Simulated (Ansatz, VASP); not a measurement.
Mo2C3 in VASP and in Ansatz

```
Mo C
1.0
     3.95587    0.00000    0.00000
     0.00000    3.95587    0.00000
     0.00000    0.00000    3.95587
Mo C
2 3
Direct
  0.50000 0.50000 0.50000
  0.00000 0.00000 0.00000
  0.50000 0.00000 0.00000
  0.00000 0.50000 0.00000
  0.00000 0.00000 0.50000
```

Alike in both runs: functional PBE; k mesh 4 × 4 × 4; occupations gaussian, width 0.1 eV; no spin polarisation.

Ansatz relaxed the structure, and its values are those at the end. VASP's run is a single point on that final structure, the one shown.

```csv
,VASP,Ansatz
version,VASP 6.6.1,Ansatz 0.2.0
potentials or method,"VASP PAW PBE potentials, release 64 (Mo_sv, C), cutoff 520 eV","scalar-relativistic, plane waves, PAW"
valence electrons in the cell,40,40
```

VASP gave:

* gap on the k mesh at the Fermi level (eV): none
* pressure (GPa): 0.0

Task: What did Ansatz give for the same quantities?

Result: gap on the k mesh at the Fermi level (eV): none; pressure (GPa): -0.2.

A gap of «none» marks a metal or a gap that the smearing closes.

The k mesh is coarse, so the values compare programs but aren't converged.
